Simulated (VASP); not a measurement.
# Au: single point with LDA

Au:

```
Au
1.0
     0.00000    2.10686    2.04550
     2.10686    0.00000    2.04550
     2.10686    2.10686    0.00000
Au
1
Direct
  0.00000 0.00000 0.00000
```

This cell differs from its parent crystal: strain +0.030 along x and y, +0.000 along z.

| Property | Result |
| --- | --- |
| Program | VASP 6.6.1 |
| Task | single point |
| Functional | LDA |
| Potentials or basis | VASP PAW LDA potentials, release 64 (Au) |
| Cutoff | 520 eV |
| k mesh | 20 × 20 × 20 |
| Occupations | gaussian, width 0.15 eV |
| Spin | no spin polarisation |
| Dipole correction | no |
| Further INCAR settings | ALGO = Normal; EDIFF = 1e-07; NBANDS = 12 |

```
Pressure               : -13.2 GPa
Band gap on the k mesh : zero (an odd number of electrons rules out a gap without spin polarisation)
```

Stress tensor (GPa, compression positive):
```
-13.39   0.00   0.00
  0.00 -13.39   0.00
  0.00   0.00 -12.79
```

Levels at points of the mesh, in eV from the Fermi level:
| k point | band 3 | band 4 | band 5 | band 6 | band 7 | band 8 | band 9 | band 10 |
| --- | --- | --- | --- | --- | --- | --- | --- | --- |
| (0.00, 0.00, 0.00) | -4.42 | -4.18 | -3.10 | -2.84 | 14.61 | 18.04 | 18.04 | 18.46 |
| (0.50, 0.00, 0.00) | -4.25 | -1.95 | -1.83 | -0.68 | 2.76 | 13.99 | 16.25 | 16.95 |
| (0.50, 0.50, 0.00) | -1.93 | -1.59 | -1.59 | 1.50 | 5.71 | 9.44 | 9.44 | 16.31 |
| (0.50, 0.00, 0.50) | -1.93 | -1.70 | -1.52 | 1.02 | 5.07 | 9.93 | 9.96 | 16.77 |

Run time: 2.4 min on 1 thread of Intel Xeon 8259CL (shared host), peak memory 0.25 GiB.

Caveat: the cell differs from its parent crystal (strain +0.030 along x and y, +0.000 along z); the cell stands under tension; spin-orbit coupling is left out, which moves the levels of the heavy elements.
